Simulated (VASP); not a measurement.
Here is a VASP 6.6.1 calculation.

The input INCAR:

```
PREC = Accurate
ENCUT = 600
EDIFF = 1E-6
ISMEAR = 0
SIGMA = 0.05
LREAL = False
LASPH = True
NELM = 200
ALGO = Normal
ISIF = 2
LWAVE = False
LCHARG = False
ISPIN = 2
MAGMOM = 2.24 -0.01
LORBIT = 11
LMAXMIX = 6
LDAU = True
LDAUTYPE = 2
LDAUL = 3 -1
LDAUU = 8 0
LDAUJ = 0 0
LDAUPRINT = 1
GGA = PE
NBANDS = 22
GGA_COMPAT = False
```

KPOINTS

```
Automatic mesh
0
Gamma
  7 7 7
```

The input POSCAR:

```
PmO
1.0
    2.8401619400      0.0000000000      0.0000000000
    0.0000000000      2.8401619400      0.0000000000
    0.0000000000      0.0000000000      2.8401619400
Pm O
1 1
Direct
    0.0000000000      0.0000000000      0.0000000000
    0.5000000000      0.5000000000      0.5000000000
```

Potentials or basis: VASP PAW PBE potentials, release 64 (Pm, O).

Launch:

```console
$ cat potpaw_PBE.64/Pm/POTCAR potpaw_PBE.64/O/POTCAR > POTCAR
$ mpirun -np 1 vasp_std > vasp.out
```

Question: Predict the pressure.

Answer: 53.8 GPa.

Question: Estimate the net moment.

Answer: 4.85 μB per cell.

Question: What does it give for the site moments?

Answer: Pm +4.69; O -0.07 μB.

Eigenvalues of the final occupation matrices:
```
    site  spin  trace                         eigenvalues
site 1 f     1   4.48  0.02 0.50 0.50 0.50 0.99 0.99 0.99
site 1 f     2   0.04  0.00 0.00 0.00 0.01 0.01 0.01 0.01
```

Caveat: the magnetic or orbital state may not be the lowest; the cell stands under pressure; spin-orbit coupling is left out, which moves the levels of the heavy elements. The state reached can hang on the start; a lower one may exist.
